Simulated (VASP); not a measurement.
Runs of VASP 6.6.1 on Al2As. The structure is that of space group P4mm (No. 99), or close to it. The cells are those of the table. 

```csv
task,cell,k mesh,cutoff (eV),gap on the mesh (eV),pressure (GPa),relaxed volume (Å³/atom),largest force (eV/Å)
single point,"a = 3.275, b = 3.275, c = 5.756 Å, 3 atoms",6 × 6 × 4,520,none,20.6,-,5.08
relaxation of cell and atoms,"relaxed from a = 3.275, b = 3.275, c = 5.756 Å, 3 atoms",6 × 6 × 4,600,none,0.0,(b),0.04
single point,"a = 3.321, b = 3.321, c = 5.386 Å, 3 atoms",6 × 6 × 4,520,none,0.1,-,0.03
single point,"a = 3.370, b = 3.370, c = 5.296 Å, 3 atoms",14 × 14 × 10,520,none,0.1,-,0.02
relaxation of cell and atoms,"relaxed from a = 3.321, b = 3.321, c = 5.386 Å, 3 atoms",14 × 14 × 10,600,none,0.0,(a),0.01
```

Alike in all rows: level PBE; potentials or basis VASP PAW PBE potentials, release 64 (Al, As); no spin polarisation; smearing gaussian 0.1 eV.

Fill in the values left out.

(a) 20.08; (b) 19.84.

Caveats: forces of over 1 eV/Å act on the atoms, so gaps and moduli don't describe the material at rest (some runs).

A k mesh can miss the band edges, and the runs leave out spin-orbit coupling on As.

A gap of «none» marks levels without a gap at the run's occupations.
